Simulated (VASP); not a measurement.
# Al3Zn4Ga5O16 (P1) in VASP: single point with r2SCAN

Aim: the single point of Al3Zn4Ga5O16 with r2SCAN.

Everything below comes from runs of VASP 6.6.1. Logs are shortened: lines on timing, memory, paths and dates and some standing lists are left out, and cuts for length are marked.

**1. The cell of the first run**

The typed cell holds 56 atoms: a = 8.248 Å, b = 8.248 Å, c = 8.248 Å, α = 90.00°, β = 90.00°, γ = 90.00°.

**2. Single point, r2SCAN**

POSCAR reads:

```
Al3Zn4Ga5O16
1.0
    8.2479840000      0.0000000000      0.0000000000
    0.0000000000      8.2479840000      0.0000000000
    0.0000000000      0.0000000000      8.2479840000
Zn Ga O Al
8 10 32 6
Direct
    0.8773160000      0.3771340000      0.3762740000
    0.3729500000      0.8727970000      0.3761350000
    0.3731490000      0.3767990000      0.8720200000
    0.1253500000      0.1233710000      0.1209110000
    0.8768960000      0.8730690000      0.8723430000
    0.6255390000      0.6275650000      0.1209260000
    0.6254120000      0.1235580000      0.6291920000
    0.1252050000      0.6272010000      0.6284360000
    0.4982740000      0.9983330000      0.9978390000
    0.7506600000      0.2507380000      0.9968440000
    0.7518210000      0.9987980000      0.2484960000
    0.0003630000      0.5026630000      0.9969880000
    0.0018890000      0.9990330000      0.5009210000
    0.5007180000      0.5006650000      0.5025270000
    0.2498950000      0.2496130000      0.5024310000
    0.2500630000      0.5030640000      0.2488990000
    0.5003400000      0.2501700000      0.2496590000
    0.7513430000      0.7487020000      0.5007910000
    0.5110590000      0.0093520000      0.2382320000
    0.7413100000      0.2396370000      0.2375580000
    0.5102740000      0.2386070000      0.0091010000
    0.7383070000      0.0105850000      0.0082910000
    0.0099390000      0.5187080000      0.2383120000
    0.2349760000      0.7437010000      0.2319090000
    0.0167530000      0.7430460000      0.0140440000
    0.2399900000      0.5197230000      0.0077260000
    0.0158150000      0.0154730000      0.7419290000
    0.2339510000      0.2334280000      0.7432690000
    0.0104710000      0.2397770000      0.5176570000
    0.2408740000      0.0090710000      0.5194140000
    0.2595650000      0.2616670000      0.2606090000
    0.4901030000      0.4910380000      0.2614570000
    0.4892530000      0.2608480000      0.4903540000
    0.2613690000      0.4898120000      0.4899960000
    0.5162410000      0.5160570000      0.7428170000
    0.7342460000      0.7341550000      0.7424520000
    0.5099210000      0.7403840000      0.5186760000
    0.7407070000      0.5100860000      0.5183970000
    0.7685760000      0.7586230000      0.2584870000
    0.9920480000      0.9833500000      0.2594050000
    0.9921240000      0.7591810000      0.4818230000
    0.7623570000      0.9876860000      0.4895560000
    0.7663850000      0.2660290000      0.7569730000
    0.9841580000      0.4848840000      0.7567410000
    0.9911050000      0.2614870000      0.9813220000
    0.7604950000      0.4910850000      0.9806270000
    0.2634310000      0.7644190000      0.7645950000
    0.4831410000      0.9827030000      0.7577380000
    0.4822560000      0.7580990000      0.9832130000
    0.2580910000      0.9833910000      0.9823410000
    0.2491920000      0.7518090000      0.9978050000
    0.2491410000      0.9985700000      0.7512530000
    0.7502630000      0.5003050000      0.7496420000
    0.0020630000      0.7513130000      0.2475990000
    0.0002280000      0.2501080000      0.7495770000
    0.4986160000      0.7491580000      0.7512450000
```

INCAR.step1 reads:

```
PREC     = Accurate       # precision mode
ENCUT    = 520            # plane-wave cutoff, eV
ISMEAR   = -1             # smearing method
SIGMA    = 0.05           # smearing width, eV
LREAL    = Auto         
LASPH    = T              # aspherical terms in the spheres
NELM     = 100            # most SCF steps
NBANDS   = 252            # bands
GGA      = PE             # functional
ALGO     = Normal         # electronic algorithm
EDIFF    = 1E-4           # SCF threshold, eV
LWAVE    = T              # write WAVECAR
LCHARG   = F              # write CHGCAR
```

INCAR.step2 reads:

```
PREC     = Accurate       # precision mode
ENCUT    = 520            # plane-wave cutoff, eV
EDIFF    = 1E-6           # SCF threshold, eV
ISMEAR   = -1             # smearing method
SIGMA    = 0.05           # smearing width, eV
LREAL    = Auto         
LASPH    = T              # aspherical terms in the spheres
NELM     = 100            # most SCF steps
ALGO     = Normal         # electronic algorithm
ISIF     = 2              # what is computed and relaxed
LWAVE    = F              # write WAVECAR
LCHARG   = F              # write CHGCAR
METAGGA  = R2SCAN         # meta-GGA
LMIXTAU  = T            
NBANDS   = 252            # bands
ISTART   = 1
```

KPOINTS reads:

```
Automatic mesh
0
Gamma
  1 1 1
```

Potentials or basis: VASP PAW PBE potentials, release 64 (Zn, Ga_d, O, Al).

Launch:

```
> cat potpaw_PBE.64/Zn/POTCAR potpaw_PBE.64/Ga_d/POTCAR potpaw_PBE.64/O/POTCAR potpaw_PBE.64/Al/POTCAR > POTCAR
> cp INCAR.step1 INCAR
> mpirun -np 1 vasp_gam > vasp.out
> cp INCAR.step2 INCAR
> mpirun -np 1 vasp_gam > vasp.out
```

OUTCAR:

```text
PREC = Accurate
   ENCUT = 520
   EDIFF = 1E-6
   ISMEAR = -1
   LREAL = Auto
   LASPH = T
   NELM = 100
   ISIF = 2
   METAGGA = R2SCAN
   ISTART = 1

 ion  position               nearest neighbor table
   1  0.877  0.377  0.376-  38 1.96  29 1.96  20 1.96  23 1.96
   2  0.373  0.873  0.376-  24 1.96  30 1.96  37 1.96  19 1.96
   3  0.373  0.377  0.872-  28 1.96  35 1.96  26 1.96  21 1.96
   4  0.125  0.123  0.121-  50 1.96  40 1.96  45 1.96  31 1.96
   5  0.877  0.873  0.872-  36 1.96  25 1.96  27 1.96  22 1.96
   6  0.626  0.628  0.121-  46 1.96  49 1.96  39 1.96  32 1.96
   7  0.625  0.124  0.629-  43 1.96  48 1.96  33 1.96  42 1.96
   8  0.125  0.627  0.628-  47 1.96  34 1.96  44 1.96  41 1.96
   9  0.498  0.998  0.998-  22 1.98  21 1.99  19 1.99  48 1.99  50 1.99  49 1.99  51 2.89  52 2.89
                            56 2.89
  10  0.751  0.251  0.997-  22 1.99  43 1.99  21 1.99  46 1.99  20 1.99  45 1.99  53 2.90  55 2.90

  11  0.752  0.999  0.248-  22 1.99  39 1.99  40 1.99  19 1.99  20 1.99  42 1.99  54 2.90
  12  0.000  0.503  0.997-  26 1.98  46 1.99  44 1.99  25 1.99  45 1.99  23 2.00  53 2.90  51 2.90
                            54 2.91  55 2.92
  13  0.002  0.999  0.501-  30 1.98  42 1.98  41 1.99  29 1.99  27 2.00  40 2.00  52 2.90  15 2.91
                            55 2.91  54 2.92
  14  0.501  0.501  0.503-  34 1.98  33 1.98  37 1.98  38 1.99  35 1.99  32 1.99  53 2.90  56 2.90
                            18 2.91
  15  0.250  0.250  0.502-  33 1.98  29 1.98  34 1.99  30 1.99  28 2.00  31 2.00  55 2.90  13 2.91
                            52 2.92
  16  0.250  0.503  0.249-  32 1.99  23 1.99  24 1.99  34 1.99  31 1.99  26 2.00  54 2.89  51 2.92

  17  0.500  0.250  0.250-  21 1.99  33 1.99  31 1.99  19 1.99  32 1.99  20 1.99
  18  0.751  0.749  0.501-  38 1.98  42 1.98  41 1.99  37 2.00  36 2.00  39 2.01  53 2.90  14 2.91
                            56 2.93  54 2.94
  19  0.511  0.009  0.238-   2 1.96   9 1.99  11 1.99  17 1.99
  20  0.741  0.240  0.238-   1 1.96  10 1.99  11 1.99  17 1.99
  21  0.510  0.239  0.009-   3 1.96   9 1.99  10 1.99  17 1.99
  22  0.738  0.011  0.008-   5 1.96   9 1.98  10 1.99  11 1.99
  23  0.010  0.519  0.238-  54 1.92   1 1.96  16 1.99  12 2.00
  24  0.235  0.744  0.232-  54 1.93  51 1.94   2 1.96  16 1.99
[... 24 lines left out ...]
  49  0.482  0.758  0.983-  56 1.92  51 1.93   6 1.96   9 1.99
  50  0.258  0.983  0.982-  52 1.91  51 1.92   4 1.96   9 1.99
  51  0.249  0.752  0.998-  50 1.92  26 1.92  25 1.92  49 1.93  47 1.93  24 1.94  52 2.88   9 2.89
                            56 2.89  54 2.90  12 2.90  16 2.92
  52  0.249  0.999  0.751-  50 1.91  30 1.92  27 1.93  48 1.94  47 1.94  28 1.94  51 2.88   9 2.89
                            13 2.90  56 2.91  15 2.92  55 2.92
  53  0.750  0.500  0.750-  46 1.91  38 1.91  36 1.93  44 1.93  35 1.94  43 1.94  14 2.90  10 2.90
                            18 2.90  12 2.90  55 2.92  56 2.92
  54  0.002  0.751  0.248-  40 1.92  23 1.92  24 1.93  39 1.93  25 1.93  41 1.93  16 2.89  51 2.90
                            11 2.90  12 2.91  13 2.92  18 2.94
  55  0.000  0.250  0.750-  45 1.92  29 1.92  28 1.93  43 1.93  27 1.94  44 1.94  15 2.90  10 2.90
                            13 2.91  12 2.92  53 2.92  52 2.92
  56  0.499  0.749  0.751-  49 1.92  37 1.92  35 1.93  48 1.93  47 1.95  36 1.95   9 2.89  51 2.89
                            14 2.90  52 2.91  53 2.92  18 2.93

  LATTYP: Found a simple cubic cell.
 ALAT       =     8.2479840000

  Lattice vectors:

 A1 = (   8.2479840000,   0.0000000000,   0.0000000000)
 A2 = (   0.0000000000,   8.2479840000,   0.0000000000)
 A3 = (   0.0000000000,   0.0000000000,   8.2479840000)

Analysis of symmetry for initial positions (statically):
=====================================================================
 Subroutine PRICEL returns:
 Original cell was already a primitive cell.

 Routine SETGRP: Setting up the symmetry group for a
 simple cubic supercell.

 Subroutine GETGRP returns: Found  1 space group operations
 (whereof  1 operations were pure point group operations)
 out of a pool of 48 trial point group operations.

The static configuration has the point symmetry C_1 .

Analysis of symmetry for dynamics (positions and initial velocities):
=====================================================================
 Subroutine PRICEL returns:
[... 169 lines left out ...]

 Found      1 irreducible k-points:

 Following reciprocal coordinates:
            Coordinates               Weight
  0.000000  0.000000  0.000000      1.000000
   k-points           NKPTS =      1   k-points in BZ     NKDIM =      1   number of bands    NBANDS=    252
   number of dos      NEDOS =    301   number of ions     NIONS =     56
   total plane-waves  NPLWV = 262144
   dimension x,y,z NGX =    64 NGY =   64 NGZ =   64
   dimension x,y,z NGXF=   128 NGYF=  128 NGZF=  128
   ions per type =               8  10  32   6
   NGX,Y,Z   is equivalent  to a cutoff of  12.90, 12.90, 12.90 a.u.
   NGXF,Y,Z  is equivalent  to a cutoff of  25.80, 25.80, 25.80 a.u.
 SYSTEM =  unknown system
   PREC   = accura    normal or accurate (medium, high low for compatibility)
   ISTART =      1    job   : 0-new  1-cont  2-samecut
   ICHARG =      0    charge: 1-file 2-atom 10-const
   ISPIN  =      1    spin polarized calculation?
   LNONCOLLINEAR =      F non collinear calculations
   LSORBIT =      F    spin-orbit coupling
   LASPH  =      T    aspherical Exc in radial PAW
   ENCUT  =  520.0 eV  38.22 Ry    6.18 a.u.  15.34 15.34 15.34*2*pi/ulx,y,z
   NELM   =    100;   NELMIN=  2; NELMDL=  0     # of ELM steps
   EDIFF  = 0.1E-05   stopping-criterion for ELM
   LREAL  =      T    real-space projection
   EDIFFG = 0.1E-04   stopping-criterion for IOM
   NSW    =      0    number of steps for IOM
   IBRION =     -1    ionic relax: 0-MD 1-quasi-New 2-CG
   NFREE  =      0    steps in history (QN), initial steepest desc. (CG)
   ISIF   =      2    stress and relaxation
   ISYM   =      2    0-nonsym 1-usesym 2-fastsym
   POTIM  = 0.5000    time-step for ionic-motion
   TEBEG  =    0.0;   TEEND  =   0.0 temperature during run
   PSTRESS=    0.0 pullay stress
   NELECT =     436.0000    total number of electrons
   NUPDOWN=      -1.0000    fix difference up-down
   EMIN   =  10.00;   EMAX   =-10.00  energy-range for DOS
   EFERMI =   0.00;   METHOD = LEGACY
   ISMEAR =    -1;   SIGMA  =   0.05  broadening in eV -4-tet -1-fermi 0-gaus
   EFERMI_NEDOS =   21; number of points for ismear=-14 and -15
   IALGO  =     38    algorithm
   IMIX   =      4    mixing-type and parameters
     AMIX     =   0.40;   BMIX     =  1.00
     AMIX_MAG =   1.60;   BMIX_MAG =  1.00
  volume/ion in A,a.u.               =      10.02        67.62
  Fermi-wavevector in a.u.,A,eV,Ry     =   1.505067  2.844164 30.820282  2.265227
  Thomas-Fermi vector in A             =   2.615964
   LORBIT       =      0    0 simple, 1 ext, 2 COOP (PROOUT), +10 PAW based schemes
   METAGGA = R2SCAN    functional components
   LHFCALC =     F    Hartree Fock is set to
   AEXX    =    0.0000 exact exchange contribution
   IVDW    =     0    specifies the selected vdW correction
   LEPSILON=     F    determine dielectric tensor
   LRPA    =     F    only Hartree local field effects (RPA)
 non-spin polarized calculation
  energy-cutoff  :      520.00
  volume of cell :      561.10
 maximum number of plane-waves:      7602
 NGX is ok and might be reduce to    64
   NGX = 31   NGY = 31   NGZ = 31

 number of electron     436.0000043 magnetization

 Free energy of the ion-electron system (eV)
  ---------------------------------------------------
  ext. energy  EPLUGINS =         0.00000000
  ---------------------------------------------------
  free energy    TOTEN  =      -548.40211055 eV

  energy without entropy =     -548.40211055  energy(sigma->0) =     -548.40211055

 E-fermi :   4.4644     XC(G=0): -12.4016

 val. band max:        3.1051801737   @ k =   0.0000   0.0000   0.0000
 cond. band min:       6.8888187755   @ k =   0.0000   0.0000   0.0000
 fundamental gap:      3.7836386018
 Fermi energy:         4.4644499632

 k-point     1 :       0.0000    0.0000    0.0000
  band No.  band energies     occupation
      1     -16.6145      2.00000
      2     -15.8914      2.00000
      3     -15.8718      2.00000
      4     -15.8660      2.00000
      5     -15.8651      2.00000
      6     -15.8583      2.00000
[... 222 lines left out ...]
    229      10.8236      0.00000
    230      11.6934      0.00000
 [bands above 230 left out]

------------------------ aborting loop because EDIFF is reached ----------------------------------------

  FORCE on cell =-STRESS in cart. coord.  units (eV):
  Direction    XX          YY          ZZ          XY          YZ          ZX
  --------------------------------------------------------------------------------------
  -------------------------------------------------------------------------------------
  Total       -1.3979563     -1.3062468     -1.2364288      3.3299476      0.2583331      1.7072189
  in kB       -3.9917263     -3.7298588     -3.5305004      9.5083368      0.7376448      4.8747952
  external PRESSURE =      -3.7506952 kB  Pullay stress =       0.0000000 kB

 VOLUME and BASIS-vectors are now :
 -----------------------------------------------------------------------------
  energy-cutoff  :      520.00
  volume of cell :      561.10
      direct lattice vectors                 reciprocal lattice vectors
     8.247984000  0.000000000  0.000000000     0.121241748  0.000000000  0.000000000
     0.000000000  8.247984000  0.000000000     0.000000000  0.121241748  0.000000000
     0.000000000  0.000000000  8.247984000     0.000000000  0.000000000  0.121241748

 POSITION                                       TOTAL-FORCE (eV/Angst)
 -----------------------------------------------------------------------------------
      7.23609      3.11060      3.10350        -0.007048     -0.000154      0.005551
      3.07609      7.19882      3.10236         0.032315      0.035750      0.001088
      3.07773      3.10783      7.19241         0.047790     -0.011587      0.039227
      1.03388      1.01756      0.99727        -0.022111     -0.004095     -0.035731
      7.23262      7.20106      7.19507        -0.008195      0.047222      0.050079
      5.15944      5.17615      0.99740        -0.027027     -0.039032     -0.038186
[... 48 lines left out ...]
      0.00188      2.06289      6.18250        -0.002473      0.000681     -0.004967
      4.11258      6.17904      6.19626        -0.018689     -0.007293      0.014246
 -----------------------------------------------------------------------------------
    total drift:                               -0.092395      0.018844     -0.014880

  FREE ENERGIE OF THE ION-ELECTRON SYSTEM (eV)
  ---------------------------------------------------
  free  energy   TOTEN  =      -548.4021105492 eV

  energy  without entropy=     -548.4021105492  energy(sigma->0) =     -548.40211055
```

It took 15 min on 1 thread of AMD EPYC 7R13 (Zen 3), shared host; peak memory 0.65 GiB.

Results:

| Property | Result |
| --- | --- |
| Free energy | -548.4021 eV |
| Pressure | -0.4 GPa |
| Largest force | 0.217 eV/Å |
| Band gap on the k mesh | 3.78 eV |

Forces on the atoms (eV/Å):
```
Zn  -0.007  0.000  0.006
Zn   0.032  0.036  0.001
Zn   0.048 -0.012  0.039
Zn  -0.022 -0.004 -0.036
Zn  -0.008  0.047  0.050
Zn  -0.027 -0.039 -0.038
Zn  -0.017  0.008 -0.015
Zn  -0.014 -0.042 -0.028
Ga  -0.021 -0.017 -0.017
Ga   0.009  0.011 -0.025
Ga   0.000 -0.006  0.011
Ga  -0.008  0.000  0.011
Ga  -0.010  0.004  0.003
Ga   0.011 -0.002  0.014
Ga  -0.001 -0.004  0.013
Ga  -0.007  0.022 -0.005
Ga   0.003  0.003  0.008
Ga   0.003 -0.001  0.009
O    0.074  0.069 -0.068
O   -0.071 -0.077 -0.080
O    0.067 -0.068  0.073
O   -0.070  0.067  0.059
O    0.068  0.135 -0.083
O   -0.122 -0.060 -0.133
O    0.128 -0.094  0.116
O   -0.085  0.130  0.059
O    0.113  0.112 -0.102
O   -0.123 -0.123 -0.059
O    0.079 -0.092  0.137
O   -0.087  0.074  0.142
O    0.068  0.068  0.070
O   -0.066 -0.071  0.074
O   -0.075  0.075 -0.076
O    0.077 -0.071 -0.065
O    0.129  0.122 -0.103
O   -0.109 -0.117 -0.063
O    0.069 -0.091  0.132
O   -0.100  0.070  0.148
O    0.134  0.072  0.068
O   -0.068 -0.136  0.098
O   -0.057  0.092 -0.126
O    0.067 -0.064 -0.067
O    0.132  0.128  0.071
O   -0.117 -0.113  0.088
O   -0.068  0.082 -0.130
O    0.091 -0.072 -0.139
O    0.101  0.108  0.118
O   -0.119 -0.122  0.099
O   -0.132  0.109 -0.120
O    0.115 -0.132 -0.128
Al  -0.001  0.016 -0.012
Al  -0.004 -0.018  0.012
Al   0.001 -0.007 -0.004
Al   0.020  0.003 -0.017
Al  -0.002  0.001 -0.005
Al  -0.019 -0.007  0.014
```

Levels at points of the mesh, in eV from the valence-band top:
```csv
k point,band 215,band 216,band 217,band 218,band 219,band 220,band 221,band 222
"(0.00, 0.00, 0.00)",-0.08,-0.02,-0.01,0.00,3.78,6.86,6.92,6.97
```

Caveat: the k points lie up to 0.76 Å⁻¹ apart; the PAW data sets were made with another functional, which shifts forces and pressure a little.
